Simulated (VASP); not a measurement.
# Al (Fm-3m) in VASP: notebook

The runs below take Al through single point, relaxation of cell and atoms, with LDA.

Program: VASP 6.6.1. These are calculated values, not measurements. Logs are shortened: lines on timing, memory, paths and dates and some standing lists are left out, and cuts for length are marked.

## (1) The cell of the first run

The structure is cubic, space group Fm-3m (No. 225). Conventional cell: a = 3.979 Å, b = 3.979 Å, c = 3.979 Å, α = 90.00°, β = 90.00°, γ = 90.00°. Al (site symmetry m-3m) has 12 Al at 2.81 Å within 3.7 Å.

## (2) Single point, LDA

INCAR reads:

```
SYSTEM = Al
ALGO = Normal ; EDIFF = 1E-6
ENCUT = 500 ; GGA_COMPAT = .False.
ISIF = 2 ; ISMEAR = -1
LASPH = .True. ; LCHARG = .False.
LREAL = .False. ; LWAVE = .False.
NBANDS = 8 ; NELM = 120
PREC = Accurate ; SIGMA = 0.1
```

KPOINTS reads:

```
k-points
0
Gamma
  10 10 10
  0 0 0
```

POSCAR reads:

```
Al
1.0
    0.0000000000      1.9892805665      1.9892805665
    1.9892805665      0.0000000000      1.9892805665
    1.9892805665      1.9892805665      0.0000000000
Al
1
Direct
    0.0000000000      0.0000000000      0.0000000000
```

Potentials or basis: VASP PAW LDA potentials, release 64 (Al).

Run with:

```sh
$ cat potpaw_LDA.64/Al/POTCAR > POTCAR
$ mpirun -np 1 vasp_std > vasp.out
```

OUTCAR:

```text
SYSTEM = Al
   EDIFF = 1E-6
   ENCUT = 500
   ISIF = 2
   ISMEAR = -1
   LASPH = .True.
   LREAL = .False.
   NELM = 120
   PREC = Accurate

 ion  position               nearest neighbor table
   1  0.000  0.000  0.000-

  LATTYP: Found a face centered cubic cell.
 ALAT       =     3.9785611330

  Lattice vectors:

 A1 = (   0.0000000000,   1.9892805665,   1.9892805665)
 A2 = (   1.9892805665,   0.0000000000,   1.9892805665)
 A3 = (   1.9892805665,   1.9892805665,   0.0000000000)

Analysis of symmetry for initial positions (statically):
=====================================================================
 Subroutine PRICEL returns:
 Original cell was already a primitive cell.

 Routine SETGRP: Setting up the symmetry group for a
 face centered cubic supercell.

 Subroutine GETGRP returns: Found 48 space group operations
 (whereof 48 operations were pure point group operations)
 out of a pool of 48 trial point group operations.

The static configuration has the point symmetry O_h .

Analysis of symmetry for dynamics (positions and initial velocities):
=====================================================================
 Subroutine PRICEL returns:
 Original cell was already a primitive cell.

 Routine SETGRP: Setting up the symmetry group for a
 face centered cubic supercell.

 Subroutine GETGRP returns: Found 48 space group operations
 (whereof 48 operations were pure point group operations)
 out of a pool of 48 trial point group operations.

The dynamic configuration has the point symmetry O_h .

 Subroutine INISYM returns: Found 48 space group operations
 (whereof 48 operations are pure point group operations),
 and found     1 'primitive' translations

----------------------------------------------------------------------------------------

                                     Primitive cell

  volume of cell :      15.7441

  direct lattice vectors                    reciprocal lattice vectors
     0.000000000  1.989280566  1.989280566    -0.251347150  0.251347150  0.251347150
     1.989280566  0.000000000  1.989280566     0.251347150 -0.251347150  0.251347150
     1.989280566  1.989280566  0.000000000     0.251347150  0.251347150 -0.251347150

  length of vectors
     2.813267557  2.813267557  2.813267557     0.435346033  0.435346033  0.435346033

  position of ions in fractional coordinates (direct lattice)
     0.000000000  0.000000000  0.000000000

  ion indices of the primitive-cell ions
   primitive index   ion index
                 1           1
[... 69 lines left out ...]
   LASPH  =      T    aspherical Exc in radial PAW
   ENCUT  =  500.0 eV  36.75 Ry    6.06 a.u.   5.13  5.13  5.13*2*pi/ulx,y,z
   NELM   =    120;   NELMIN=  2; NELMDL= -5     # of ELM steps
   EDIFF  = 0.1E-05   stopping-criterion for ELM
   LREAL  =      F    real-space projection
   EDIFFG = 0.1E-04   stopping-criterion for IOM
   NSW    =      0    number of steps for IOM
   IBRION =     -1    ionic relax: 0-MD 1-quasi-New 2-CG
   NFREE  =      0    steps in history (QN), initial steepest desc. (CG)
   ISIF   =      2    stress and relaxation
   ISYM   =      2    0-nonsym 1-usesym 2-fastsym
   POTIM  = 0.5000    time-step for ionic-motion
   TEBEG  =    0.0;   TEEND  =   0.0 temperature during run
   PSTRESS=    0.0 pullay stress
   NELECT =       3.0000    total number of electrons
   NUPDOWN=      -1.0000    fix difference up-down
   EMIN   =  10.00;   EMAX   =-10.00  energy-range for DOS
   EFERMI =   0.00;   METHOD = LEGACY
   ISMEAR =    -1;   SIGMA  =   0.10  broadening in eV -4-tet -1-fermi 0-gaus
   EFERMI_NEDOS =   21; number of points for ismear=-14 and -15
   IALGO  =     38    algorithm
   IMIX   =      4    mixing-type and parameters
     AMIX     =   0.40;   BMIX     =  1.00
     AMIX_MAG =   1.60;   BMIX_MAG =  1.00
  volume/ion in A,a.u.               =      15.74       106.25
  Fermi-wavevector in a.u.,A,eV,Ry     =   0.942054  1.780224 12.074709  0.887466
  Thomas-Fermi vector in A             =   2.069626
   LORBIT       =      0    0 simple, 1 ext, 2 COOP (PROOUT), +10 PAW based schemes
   GGA     = CA    functional components
   LHFCALC =     F    Hartree Fock is set to
   AEXX    =    0.0000 exact exchange contribution
   IVDW    =     0    specifies the selected vdW correction
   LEPSILON=     F    determine dielectric tensor
   LRPA    =     F    only Hartree local field effects (RPA)
 non-spin polarized calculation
  energy-cutoff  :      500.00
  volume of cell :       15.74
 maximum number of plane-waves:       411
 NGX is ok and might be reduce to    24
   NGX = 11   NGY = 11   NGZ = 11

 number of electron       3.0000000 magnetization

 Free energy of the ion-electron system (eV)
  ---------------------------------------------------
  ext. energy  EPLUGINS =         0.00000000
  ---------------------------------------------------
  free energy    TOTEN  =        -4.18337832 eV

  energy without entropy =       -4.16366595  energy(sigma->0) =       -4.17352214

 E-fermi :   8.3961     XC(G=0): -10.5191

 val. band max:        8.3789917564   @ k =  -0.4000   0.4000   0.1000
 cond. band min:       8.3982223455   @ k =  -0.4000   0.4000   0.0000
 fundamental gap:      0.0192305891
 Fermi energy:         8.3961005277

 k-point     1 :       0.0000    0.0000    0.0000
  band No.  band energies     occupation
      1      -3.1414      2.00000
      2      21.1123      0.00000
      3      21.1123      0.00000
      4      21.1123      0.00000
      5      22.7976      0.00000
      6      22.7976      0.00000
      7      22.7976      0.00000
      8      25.2412      0.00000
[... 243 lines left out ...]
 k-point    24 :       0.4000    0.3000    0.0000
  band No.  band energies     occupation
      1       1.5294      2.00000
      2      11.7832      0.00000
      3      12.2793      0.00000
      4      14.9012      0.00000
      5      16.2138      0.00000
      6      19.9578      0.00000
      7      30.3123      0.00000
      8      32.6346      0.00000

 [... further k-points ...]
[... 5 lines left out ...]
  --------------------------------------------------------------------------------------
  -------------------------------------------------------------------------------------
  Total        0.0335858      0.0335858      0.0335858     -0.0000000     -0.0000000     -0.0000000
  in kB        3.4178094      3.4178094      3.4178094     -0.0000000     -0.0000000     -0.0000000
  external PRESSURE =       3.4178094 kB  Pullay stress =       0.0000000 kB

 VOLUME and BASIS-vectors are now :
 -----------------------------------------------------------------------------
  energy-cutoff  :      500.00
  volume of cell :       15.74
      direct lattice vectors                 reciprocal lattice vectors
     0.000000000  1.989280566  1.989280566    -0.251347150  0.251347150  0.251347150
     1.989280566  0.000000000  1.989280566     0.251347150 -0.251347150  0.251347150
     1.989280566  1.989280566  0.000000000     0.251347150  0.251347150 -0.251347150

 POSITION                                       TOTAL-FORCE (eV/Angst)
 -----------------------------------------------------------------------------------
      0.00000      0.00000      0.00000         0.000000      0.000000      0.000000
 -----------------------------------------------------------------------------------
    total drift:                                0.000000     -0.000000     -0.000000

  FREE ENERGIE OF THE ION-ELECTRON SYSTEM (eV)
  ---------------------------------------------------
  free  energy   TOTEN  =        -4.1833783225 eV

  energy  without entropy=       -4.1636659501  energy(sigma->0) =       -4.17352214
```

Run time: 2.7 s. Hardware: 1 thread of Intel Xeon Platinum 8559C (Emerald Rapids), shared host; peak memory 0.11 GiB.

Results:

* Free energy: -4.1834 eV
* Pressure: 0.3 GPa

## (3) Relaxation of cell and atoms, LDA

This run uses another cell than the first one, of 15.80 Å³/atom, 1.004 times its volume.

INCAR reads:

```
PREC = Accurate ; ENCUT = 500
EDIFF = 1E-7 ; ISMEAR = -1
SIGMA = 0.1 ; LREAL = False
LASPH = True ; NELM = 120
ALGO = Normal ; ISIF = 3
LWAVE = False ; LCHARG = False
GGA = CA ; IBRION = 2
NSW = 80 ; EDIFFG = -0.02
GGA_COMPAT = False ; NELMIN = 4
```

KPOINTS reads:

```
regular mesh
0
Gamma
  10 10 10
```

POSCAR reads:

```
Al
1.0
    0.0000000000      1.9917930397      1.9917930397
    1.9917930397      0.0000000000      1.9917930397
    1.9917930397      1.9917930397      0.0000000000
Al
1
Direct
    0.0000000000      0.0000000000      0.0000000000
```

Potentials or basis: VASP PAW LDA potentials, release 64 (Al).

Run with:

```sh
$ cat potpaw_LDA.64/Al/POTCAR > POTCAR
$ mpirun -np 1 vasp_std > vasp.out
```

Run time: 2.2 s. Hardware: 1 thread of Intel Xeon Platinum 8559C (Emerald Rapids), shared host; peak memory 0.11 GiB.

Results (log left out):

* Free energy: -4.1835 eV
* Pressure after relaxing: 0.0 GPa

Final structure:
```yaml
crystal:
  lattice:
    - [0.00000, 1.99179, 1.99179]
    - [1.99179, 0.00000, 1.99179]
    - [1.99179, 1.99179, 0.00000]
  atoms:
    - { symbol: Al, position: [0.00000, 0.00000, 0.00000] }
```

Levels at points of the mesh, in eV from the Fermi level:
```
           k point  band 1  band 2  band 3  band 4
(0.00, 0.00, 0.00)  -11.51   12.69   12.69   12.69
(0.50, 0.00, 0.00)   -4.83   -4.57   11.52   11.52
(0.50, 0.50, 0.00)   -3.11   -1.73    5.19    5.62
```

Caveat: the relaxation stopped at its first step, so nothing moved.
